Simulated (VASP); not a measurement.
# K (R-3m) in VASP: notebook, part 2 of 2

VASP 6.6.1. The steps go on from the part before.

## (3) Single point, PBEsol

Contents of INCAR:

```
SYSTEM = K
ALGO = Normal
EDIFF = 1E-6
ENCUT = 500
GGA = PS
GGA_COMPAT = .FALSE.
ISIF = 2
ISMEAR = -1
LASPH = .TRUE.
LCHARG = .TRUE.
LELF = .TRUE.
LREAL = .FALSE.
LVHAR = .TRUE.
LWAVE = .FALSE.
NBANDS = 20
NELM = 120
PREC = Accurate
SIGMA = 0.05
```

Contents of KPOINTS:

```
k-points
0
G
  7 7 7
  0 0 0
```

Contents of POSCAR:

```
K
1.0
    2.3932140000      1.3817227471     11.6385730000
   -2.3932140000      1.3817227471     11.6385730000
    0.0000000000     -2.7634454943     11.6385730000
K
3
Direct
    0.0000000000      0.0000000000      0.0000000000
    0.7777416667      0.7777416667      0.7777416667
    0.2222583333      0.2222583333      0.2222583333
```

Potentials or basis: VASP PAW PBE potentials, release 64 (K_sv).

The run is started by

```bash
$ cat potpaw_PBE.64/K_sv/POTCAR > POTCAR
$ mpirun -np 1 vasp_std > vasp.out
```

OUTCAR:

```text
SYSTEM = K
   EDIFF = 1E-6
   ENCUT = 500
   GGA = PS
   ISIF = 2
   ISMEAR = -1
   LASPH = .TRUE.
   LREAL = .FALSE.
   NELM = 120
   PREC = Accurate

 ion  position               nearest neighbor table
   1  0.000  0.000  0.000-
   2  0.778  0.778  0.778-
   3  0.222  0.222  0.222-

  LATTYP: Found a trigonal (rhomboedric) cell.
 ALAT       =    11.9621491579
 COS(alpha) =     0.9199475481

  Lattice vectors:

 A1 = (   2.3932140000,   1.3817227471,  11.6385730000)
 A2 = (  -2.3932140000,   1.3817227471,  11.6385730000)
 A3 = (   0.0000000000,  -2.7634454943,  11.6385730000)

Analysis of symmetry for initial positions (statically):
=====================================================================
 Subroutine PRICEL returns:
 Original cell was already a primitive cell.

 Routine SETGRP: Setting up the symmetry group for a
 trigonal (rhombohedral) supercell.

 Subroutine GETGRP returns: Found 12 space group operations
 (whereof 12 operations were pure point group operations)
 out of a pool of 12 trial point group operations.

The static configuration has the point symmetry D_3d.

Analysis of symmetry for dynamics (positions and initial velocities):
=====================================================================
 Subroutine PRICEL returns:
 Original cell was already a primitive cell.

 Routine SETGRP: Setting up the symmetry group for a
 trigonal (rhombohedral) supercell.

 Subroutine GETGRP returns: Found 12 space group operations
 (whereof 12 operations were pure point group operations)
 out of a pool of 12 trial point group operations.

The dynamic configuration has the point symmetry D_3d.

 Subroutine INISYM returns: Found 12 space group operations
 (whereof 12 operations are pure point group operations),
 and found     1 'primitive' translations
[... 104 lines left out ...]
   ISYM   =      2    0-nonsym 1-usesym 2-fastsym
   POTIM  = 0.5000    time-step for ionic-motion
   TEBEG  =    0.0;   TEEND  =   0.0 temperature during run
   PSTRESS=    0.0 pullay stress
   NELECT =      27.0000    total number of electrons
   NUPDOWN=      -1.0000    fix difference up-down
   EMIN   =  10.00;   EMAX   =-10.00  energy-range for DOS
   EFERMI =   0.00;   METHOD = LEGACY
   ISMEAR =    -1;   SIGMA  =   0.05  broadening in eV -4-tet -1-fermi 0-gaus
   EFERMI_NEDOS =   21; number of points for ismear=-14 and -15
   IALGO  =     38    algorithm
   IMIX   =      4    mixing-type and parameters
     AMIX     =   0.40;   BMIX     =  1.00
     AMIX_MAG =   1.60;   BMIX_MAG =  1.00
  volume/ion in A,a.u.               =      76.97       519.43
  Fermi-wavevector in a.u.,A,eV,Ry     =   0.800531  1.512785  8.719297  0.640850
  Thomas-Fermi vector in A             =   1.907845
   LORBIT       =      0    0 simple, 1 ext, 2 COOP (PROOUT), +10 PAW based schemes
   GGA     = PS    functional components
   LHFCALC =     F    Hartree Fock is set to
   AEXX    =    0.0000 exact exchange contribution
   IVDW    =     0    specifies the selected vdW correction
   LEPSILON=     F    determine dielectric tensor
   LRPA    =     F    only Hartree local field effects (RPA)
 non-spin polarized calculation
  energy-cutoff  :      500.00
  volume of cell :      230.92
 maximum number of plane-waves:      5894
 NGX is ok and might be reduce to    90
   NGX = 43   NGY = 43   NGZ = 43

 number of electron      27.0000002 magnetization

 Free energy of the ion-electron system (eV)
  ---------------------------------------------------
  ext. energy  EPLUGINS =         0.00000000
  ---------------------------------------------------
  free energy    TOTEN  =        -3.40554184 eV

  energy without entropy =       -3.39031731  energy(sigma->0) =       -3.39792958

 E-fermi :  -0.2289     XC(G=0):  -5.5840

 val. band max:       -0.2746712565   @ k =   0.2857   0.1429   0.0000
 cond. band min:      -0.2187675590   @ k =   0.2857   0.0000   0.0000
 fundamental gap:      0.0559036975
 Fermi energy:        -0.2288675528

 k-point     1 :       0.0000    0.0000    0.0000
  band No.  band energies     occupation
      1     -32.2804      2.00000
      2     -32.2781      2.00000
      3     -32.2780      2.00000
      4     -15.8370      2.00000
      5     -15.8370      2.00000
      6     -15.8002      2.00000
[... 541 lines left out ...]
     19       2.6601      0.00000
     20       2.9815      0.00000

 [... further k-points ...]
[... 5 lines left out ...]
  --------------------------------------------------------------------------------------
  -------------------------------------------------------------------------------------
  Total       -0.4543822     -0.4543822     -0.2451122      0.0000000      0.0000000      0.0000000
  in kB       -3.1526694     -3.1526694     -1.7006782      0.0000000      0.0000000      0.0000000
  external PRESSURE =      -2.6686723 kB  Pullay stress =       0.0000000 kB

 VOLUME and BASIS-vectors are now :
 -----------------------------------------------------------------------------
  energy-cutoff  :      500.00
  volume of cell :      230.92
      direct lattice vectors                 reciprocal lattice vectors
     2.393214000  1.381722747 11.638573000     0.208924066  0.120622366  0.028640395
    -2.393214000  1.381722747 11.638573000    -0.208924066  0.120622366  0.028640395
     0.000000000 -2.763445494 11.638573000     0.000000000 -0.241244732  0.028640395

 POSITION                                       TOTAL-FORCE (eV/Angst)
 -----------------------------------------------------------------------------------
      0.00000      0.00000      0.00000         0.000000      0.000000      0.000000
      0.00000     -0.00000     27.15541         0.000000     -0.000000      0.000908
      0.00000     -0.00000      7.76031         0.000000      0.000000     -0.000908
 -----------------------------------------------------------------------------------
    total drift:                               -0.000000      0.000000     -0.000000

  FREE ENERGIE OF THE ION-ELECTRON SYSTEM (eV)
  ---------------------------------------------------
  free  energy   TOTEN  =        -3.4055418402 eV

  energy  without entropy=       -3.3903173112  energy(sigma->0) =       -3.39792958
```

OSZICAR:

```text
N       E                     dE             d eps       ncg     rms          rms(c)
DAV:   1     0.182309108930E+03    0.18231E+03   -0.10717E+04  1768   0.102E+03
DAV:   2     0.106294748726E+02   -0.17168E+03   -0.16864E+03  1956   0.292E+02
DAV:   3    -0.270452577519E+01   -0.13334E+02   -0.13277E+02  2848   0.643E+01
DAV:   4    -0.339218321140E+01   -0.68766E+00   -0.68496E+00  2512   0.122E+01
DAV:   5    -0.341052661049E+01   -0.18343E-01   -0.18341E-01  2544   0.202E+00    0.314E+00
DAV:   6    -0.340638066114E+01    0.41459E-02   -0.13076E-02  2644   0.707E-01    0.201E+00
DAV:   7    -0.340546299537E+01    0.91767E-03   -0.17557E-02  2472   0.731E-01    0.159E-01
DAV:   8    -0.340550138617E+01   -0.38391E-04   -0.19876E-03  2488   0.341E-01    0.476E-02
DAV:   9    -0.340553064695E+01   -0.29261E-04   -0.63902E-05  2484   0.411E-02    0.220E-02
DAV:  10    -0.340554131143E+01   -0.10664E-04   -0.20024E-05  2344   0.283E-02    0.445E-03
DAV:  11    -0.340554269781E+01   -0.13864E-05   -0.10995E-06  1704   0.997E-03    0.373E-03
DAV:  12    -0.340554184019E+01    0.85762E-06   -0.19733E-07  1276   0.323E-03
   1 F= -.34055418E+01 E0= -.33979296E+01  d E =-.152245E-01
```

stdout:

```text
POSCAR found type information on POSCAR K
 POSCAR found :  1 types and       3 ions
 scaLAPACK will be used
 -----------------------------------------------------------------------------
|                                                                             |
|                                                                             |
|     You enforced a specific xc type in the INCAR file but a different       |
|     I HOPE YOU KNOW WHAT YOU ARE DOING!                                     |
|                                                                             |
 -----------------------------------------------------------------------------

 LDA part: xc-table for (Slater+PW92), standard interpolation
 POSCAR, INCAR and KPOINTS ok, starting setup
 FFT: planning ... GRIDC
 FFT: planning ... GRID_SOFT
 FFT: planning ... GRID
 WAVECAR not read
 entering main loop
```

Run time: 24 min. Hardware: 1 thread of Intel Xeon Platinum 8375C at 2.90GHz (Ice Lake), shared host; peak memory 1.2 GiB.

Results:

* Free energy: -3.4055 eV
* Pressure: -0.3 GPa
* Band gap on the k mesh: zero (an odd number of electrons rules out a gap without spin polarisation)

Caveat: the PAW data sets were made with another functional, which shifts forces and pressure a little.

The gap in the log of VASP goes by the Fermi energy; the results here count the filled bands.